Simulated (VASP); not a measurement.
Wanted: the native input for a VASP 6.6.1 run.

| Item | Value |
| --- | --- |
| Task | single point |
| Functional | LDA |
| Potentials or basis | VASP PAW LDA potentials, release 64 (Sb, Bi_d) |
| Cutoff | 520 eV |
| k mesh | 12 × 12 × 11 |
| Occupations | fermi-dirac, width 0.1 eV |
| Spin | no spin polarisation |
| Dipole correction | no |
| Further INCAR settings | ALGO = Normal; EDIFF = 1e-07; NBANDS = 17 |

The structure of BiSb (WC type) lies in POSCAR:

```
BiSb
1.0
    3.1406277947      0.0000000000      0.0000000000
   -1.5703138973      2.7198634540      0.0000000000
    0.0000000000      0.0000000000      4.9986588909
Sb Bi
1 1
Direct
    0.0000000000      0.0000000000      0.0000000000
    0.3333333333      0.6666666667      0.5000000000
```

One way to write it, as run:

INCAR

```
ALGO = Normal
EDIFF = 1E-7
ENCUT = 520
GGA = CA
ISIF = 2
ISMEAR = -1
LASPH = True
LCHARG = False
LREAL = False
LWAVE = False
NBANDS = 17
NELM = 80
PREC = Accurate
SIGMA = 0.1
```

KPOINTS

```
k-points
0
Gamma
  12 12 11
```

Potentials or basis: VASP PAW LDA potentials, release 64 (Sb, Bi_d).

The run is started by

```sh
$ cat potpaw_LDA.64/Sb/POTCAR potpaw_LDA.64/Bi_d/POTCAR > POTCAR
$ mpirun -np 1 vasp_std > vasp.out
```

It gave:

```yaml
Pressure: 31.5 GPa
Band_gap_on_the_k_mesh: zero (bands 10 and 11 overlap by 9.27 eV)
```

Caveat: the cell stands under pressure; spin-orbit coupling is left out, which moves the levels of the heavy elements.

Run time: 20 s on 1 thread of Intel(R) Xeon(R) 6975P-C (Granite Rapids), with other jobs on the host, peak memory 0.2 GiB.
